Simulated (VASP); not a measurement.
# MoSe in VASP: further runs, part 2 of 2

VASP 6.6.1. Earlier steps stand in the parts before.

## Step 6: Single point, HSE06, non-collinear spin, zero start, spin-orbit coupling

This run uses another cell than the first one, of 24.21 Å³/atom, 0.962 times its volume.

Contents of POSCAR:

```
MoSe
1.0
    0.0000000000      2.8928795100      2.8928795100
    2.8928795100      0.0000000000      2.8928795100
    2.8928795100      2.8928795100      0.0000000000
Mo Se
1 1
Direct
    0.0000000000      0.0000000000      0.0000000000
    0.5000000000      0.5000000000      0.5000000000
```

Contents of INCAR.step1:

```
PREC = Accurate
ENCUT = 520
EDIFF = 1E-5
ISMEAR = -1
SIGMA = 0.05
LREAL = F
LASPH = T
NELM = 150
ALGO = Normal
ISIF = 2
LWAVE = T
MAGMOM = 0 0 0 0 0 0
LORBIT = 11
LSORBIT = T
GGA_COMPAT = F
LORBMOM = T
LMAXMIX = 4
GGA = PE
NBANDS = 32
```

Contents of INCAR.step2:

```
PREC = Accurate
ENCUT = 520
EDIFF = 1E-6
ISMEAR = -1
SIGMA = 0.05
LREAL = F
LASPH = T
NELM = 150
ALGO = Normal
ISIF = 2
LWAVE = F
LCHARG = T
MAGMOM = 0 0 0 0 0 0
LORBIT = 11
LSORBIT = T
GGA_COMPAT = F
LORBMOM = T
LMAXMIX = 4
GGA = PE
LHFCALC = T
HFSCREEN = 0.2079
PRECFOCK = Normal
LVHAR = T
ISTART = 1
NBANDS = 32
```

Contents of KPOINTS:

```
regular mesh
0
Gamma
  4 4 4
```

Potentials or basis: VASP PAW PBE potentials, release 64 (Mo_sv, Se).

Started as:

```bash
$ cat potpaw_PBE.64/Mo_sv/POTCAR potpaw_PBE.64/Se/POTCAR > POTCAR
$ cp INCAR.step1 INCAR
$ mpirun -np 1 vasp_ncl > vasp.out
$ cp INCAR.step2 INCAR
$ mpirun -np 1 vasp_ncl > vasp.out
```

OUTCAR:

```text
PREC = Accurate
   ENCUT = 520
   EDIFF = 1E-6
   ISMEAR = -1
   LREAL = F
   LASPH = T
   NELM = 150
   ISIF = 2
   LORBIT = 11
   LSORBIT = T
   GGA = PE
   LHFCALC = T
   HFSCREEN = 0.2079
   PRECFOCK = Normal
   ISTART = 1

 ion  position               nearest neighbor table
   1  0.000  0.000  0.000-   2 2.89   2 2.89   2 2.89   2 2.89   2 2.89   2 2.89
   2  0.500  0.500  0.500-   1 2.89   1 2.89   1 2.89   1 2.89   1 2.89   1 2.89

  LATTYP: Found a face centered cubic cell.
 ALAT       =     5.7857590200

  Lattice vectors:

 A1 = (   0.0000000000,   2.8928795100,   2.8928795100)
 A2 = (   2.8928795100,   0.0000000000,   2.8928795100)
 A3 = (   2.8928795100,   2.8928795100,   0.0000000000)

Analysis of symmetry for initial positions (statically):
=====================================================================
 Subroutine PRICEL returns:
 Original cell was already a primitive cell.

 Routine SETGRP: Setting up the symmetry group for a
 face centered cubic supercell.

 Subroutine GETGRP returns: Found 48 space group operations
 (whereof 48 operations were pure point group operations)
 out of a pool of 48 trial point group operations.

The static configuration has the point symmetry O_h .

Analysis of symmetry for dynamics (positions and initial velocities):
=====================================================================
 Subroutine PRICEL returns:
 Original cell was already a primitive cell.

 Routine SETGRP: Setting up the symmetry group for a
 face centered cubic supercell.

 Subroutine GETGRP returns: Found 48 space group operations
 (whereof 48 operations were pure point group operations)
 out of a pool of 48 trial point group operations.

The dynamic configuration has the point symmetry O_h .

Analysis of structural, dynamic, and magnetic symmetry:
[... 477 lines left out ...]
 ----------------------------------------
           -0.000  -0.000  -0.000

 orbital moment (y)

 # of ion     p       d       tot
 ----------------------------------------
  1         0.000  -0.000  -0.000
  2        -0.000  -0.000  -0.000
 ----------------------------------------
           -0.000  -0.000  -0.000

 orbital moment (z)

 # of ion     p       d       tot
 ----------------------------------------
  1         0.000  -0.000  -0.000
  2        -0.000  -0.000  -0.000
 ----------------------------------------
           -0.000  -0.000  -0.000

 Spin-Orbit-Coupling matrix elements

 Ion:    1  E_soc:     -0.4677294
 l=   1
     0.0000000    -0.0284248    -0.0284248
    -0.0284248     0.0000000    -0.0284248
    -0.0284248    -0.0284248     0.0000000
 l=   2
     0.0000000    -0.0253482     0.0000000    -0.0253482    -0.0241819
    -0.0253482     0.0000000    -0.0181364    -0.0253482    -0.0060455
     0.0000000    -0.0181364     0.0000000    -0.0181364     0.0000000
    -0.0253482    -0.0253482    -0.0181364     0.0000000    -0.0060455
    -0.0241819    -0.0060455     0.0000000    -0.0060455     0.0000000
 l=   3
     0.0000000     0.0000000     0.0000000     0.0000000     0.0000000     0.0000000     0.0000000
     0.0000000     0.0000000     0.0000000     0.0000000     0.0000000     0.0000000     0.0000000
     0.0000000     0.0000000     0.0000000     0.0000000     0.0000000     0.0000000     0.0000000
     0.0000000     0.0000000     0.0000000     0.0000000     0.0000000     0.0000000     0.0000000
     0.0000000     0.0000000     0.0000000     0.0000000     0.0000000     0.0000000     0.0000000
     0.0000000     0.0000000     0.0000000     0.0000000     0.0000000     0.0000000     0.0000000
     0.0000000     0.0000000     0.0000000     0.0000000     0.0000000     0.0000000     0.0000000

 Ion:    2  E_soc:     -0.0370856
 l=   1
     0.0000000    -0.0062428    -0.0062428
    -0.0062428     0.0000000    -0.0062428
    -0.0062428    -0.0062428     0.0000000
 l=   2
     0.0000000    -0.0000244     0.0000000    -0.0000244     0.0000863
    -0.0000244     0.0000000     0.0000647    -0.0000244     0.0000216
     0.0000000     0.0000647     0.0000000     0.0000647     0.0000000
    -0.0000244    -0.0000244     0.0000647     0.0000000     0.0000216
     0.0000863     0.0000216     0.0000000     0.0000216     0.0000000
 l=   3
     0.0000000     0.0000000     0.0000000     0.0000000     0.0000000     0.0000000     0.0000000
     0.0000000     0.0000000     0.0000000     0.0000000     0.0000000     0.0000000     0.0000000
     0.0000000     0.0000000     0.0000000     0.0000000     0.0000000     0.0000000     0.0000000
     0.0000000     0.0000000     0.0000000     0.0000000     0.0000000     0.0000000     0.0000000
     0.0000000     0.0000000     0.0000000     0.0000000     0.0000000     0.0000000     0.0000000
     0.0000000     0.0000000     0.0000000     0.0000000     0.0000000     0.0000000     0.0000000
     0.0000000     0.0000000     0.0000000     0.0000000     0.0000000     0.0000000     0.0000000

 total charge

# of ion       s       p       d       tot
------------------------------------------
    1        2.151   6.036   3.797  11.984
    2        1.438   2.389   0.027   3.853
--------------------------------------------------
tot          3.589   8.425   3.824  15.837

 magnetization (x)

# of ion       s       p       d       tot
------------------------------------------
    1       -0.000  -0.000   0.000   0.000
    2        0.000   0.000   0.000   0.000
--------------------------------------------------
tot         -0.000  -0.000   0.000   0.000

 magnetization (y)

# of ion       s       p       d       tot
------------------------------------------
    1        0.000   0.000   0.000   0.000
    2        0.000  -0.000   0.000  -0.000
--------------------------------------------------
tot          0.000  -0.000   0.000   0.000

 magnetization (z)

# of ion       s       p       d       tot
------------------------------------------
    1       -0.000   0.000  -0.000  -0.000
    2        0.000   0.000  -0.000  -0.000
--------------------------------------------------
tot         -0.000   0.000  -0.000  -0.000
```

OSZICAR.step1:

```text
N       E                     dE             d eps       ncg     rms          rms(c)
DAV:   1     0.155251188103E+03    0.15525E+03   -0.10722E+04   568   0.117E+03
DAV:   2    -0.650467833148E+01   -0.16176E+03   -0.15524E+03   616   0.328E+02
DAV:   3    -0.129281145970E+02   -0.64234E+01   -0.61474E+01   584   0.562E+01
DAV:   4    -0.130152931953E+02   -0.87179E-01   -0.86905E-01   568   0.639E+00
DAV:   5    -0.130161986153E+02   -0.90542E-03   -0.90261E-03   608   0.621E-01    0.699E+00
DAV:   6    -0.124851679437E+02    0.53103E+00   -0.30150E+00   512   0.124E+01    0.323E+00
DAV:   7    -0.123891631869E+02    0.96005E-01   -0.25757E-01   552   0.435E+00    0.177E+00
DAV:   8    -0.123891771409E+02   -0.13954E-04   -0.30397E-02   544   0.111E+00    0.619E-01
DAV:   9    -0.123892246208E+02   -0.47480E-04   -0.85112E-04   624   0.229E-01    0.254E-01
DAV:  10    -0.123892915110E+02   -0.66890E-04   -0.24047E-04   576   0.102E-01    0.975E-02
DAV:  11    -0.123893118132E+02   -0.20302E-04   -0.66180E-05   616   0.691E-02    0.235E-02
DAV:  12    -0.123893121929E+02   -0.37965E-06   -0.46793E-06   368   0.198E-02
   1 F= -.12389312E+02 E0= -.12364556E+02  d E =-.495120E-01  mag=    -0.0000    -0.0000     0.0000
```

Wall time 81 min (1 thread of Intel Xeon Platinum 8259CL at 2.50GHz (Skylake/Cascade Lake), shared host); peak memory 0.41 GiB.

What came out:

- Free energy: -15.3628 eV
- Pressure: -14.9 GPa
- Net moment: 0.00 μB per cell
- Valence electrons inside the program's atomic spheres: Mo 11.98; Se 3.85

Moments on the atoms (μB; x, y, z):
```
Mo  0.00 0.00 0.00
Se  0.00 0.00 0.00
```

Caveat: the k points lie up to 0.47 Å⁻¹ apart; the PAW data sets were made with another functional, which shifts forces and pressure a little.

## Step 7: The runs side by side

```csv
level,spin,cell,k mesh,grid for exact exchange (PRECFOCK),share of exact exchange,screening parameter,gap on the mesh (eV),pressure (GPa)
PBE,off,"a = 4.145 Å, angles 60.0°, 2 atoms",8 × 8 × 8,-,-,-,none,-20.8
PBE,off,"a = 4.171 Å, angles 60.0°, 2 atoms",8 × 8 × 8,-,-,-,none,-20.9
PBE,off,"a = 4.091 Å, angles 60.0°, 2 atoms",8 × 8 × 8,-,-,-,none,-20.2
PBEsol-based screened hybrid,off,"a = 3.612 Å, angles 60.0°, 2 atoms",4 × 4 × 4,Normal,0.25,0.207 1/Å,none,0.1
HSE06,"non-collinear, zero start, SOC","a = 4.091 Å, angles 60.0°, 2 atoms",4 × 4 × 4,Normal,-,0.2079 1/Å,-,-14.9
```

Some of these runs hold the atoms at other places in the same cell, which the table doesn't show; runs alike in all that it shows share one row.

Alike in all rows: task single point; potentials or basis VASP PAW PBE potentials, release 64 (Mo_sv, Se); cutoff (eV) 520; smearing fermi-dirac 0.05 eV.

Caveats: some runs use coarse meshes; the PAW data sets were made with another functional, which shifts forces and pressure a little (some runs).

Total energies depend on the potentials used, so only differences within one code and one set of settings carry meaning.
